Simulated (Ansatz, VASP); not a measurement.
## BaTe: VASP beside Ansatz

File INCAR:

```
SYSTEM = BaTe
PREC = Accurate
ENCUT = 520
EDIFF = 1E-6
ISMEAR = -1
SIGMA = 0.02
LREAL = .False.
LASPH = .True.
NELM = 100
ALGO = Normal
ISIF = 2
LWAVE = .False.
LCHARG = .False.
GGA = PE
NBANDS = 15
```

Contents of KPOINTS:

```
regular mesh
0
Gamma
  6 6 6
  0 0 0
```

The input POSCAR:

```
BaTe
1.0
    0.0000000000      3.6383584296      3.6383584296
    3.6383584296      0.0000000000      3.6383584296
    3.6383584296      3.6383584296      0.0000000000
Ba Te
1 1
Direct
    0.0000000000      0.0000000000      0.0000000000
    0.5000000000      0.5000000000      0.5000000000
```

Input for Ansatz:

```yaml
crystal:
  lattice:
    - [0.0, 3.6383584296, 3.6383584296]
    - [3.6383584296, 0.0, 3.6383584296]
    - [3.6383584296, 3.6383584296, 0.0]
  atoms:
    - { symbol: Ba, position: [0.0, 0.0, 0.0] }
    - { symbol: Te, position: [0.5, 0.5, 0.5] }
kpoints:
  mp_grid: { grid: [6, 6, 6] }
  band_path:
    path:
      - [0.0, 0.0, 0.0]
      - [0.5, 0.0, 0.5]
      - [0.625, 0.25, 0.625]
      - [0.375, 0.375, 0.75]
      - [0.5, 0.5, 0.5]
      - [0.5, 0.25, 0.75]
      - [0.0, 0.5, 0.5]
    npoints: 1
hamiltonian:
  xc: pbe
scf:
  occupations: { method: fermi_dirac, width: 0.02 }
  n_extra_bands: 4
output:
  forces: true
  stress: true
  eigenvalues: true
  write_density: true
  write_potential: true
  elf: true
  volumetric_format: npy
```

Change from the starting cell: hydrostatic strain +3.0%.

Alike in both runs: task single point; functional PBE; k mesh 6 × 6 × 6; occupations fermi-dirac, width 0.02 eV; no spin polarisation.

|  | VASP | Ansatz |
| --- | --- | --- |
| version | VASP 6.6.1 | Ansatz 0.2.0 |
| potentials or method | VASP PAW PBE potentials, release 64 (Ba_sv, Te) | plane waves, PAW |
| plane-wave cutoff (eV) | 520 | 420 |
| valence electrons in the cell | 16 | 26 |

|  | VASP | Ansatz | Ansatz less VASP |
| --- | --- | --- | --- |
| gap on the k mesh at the Fermi level (eV) | 1.74 | 1.80 | +0.063 |
| pressure (GPa) | -1.9 | -2.1 | -0.22 |

With one functional, cell and mesh, what is left measures potentials, basis and numerics. VASP's potentials hold 16 valence electrons a cell and Ansatz's 26, so a difference there can come from the potentials and not from the codes.

Spin-orbit coupling is off throughout.
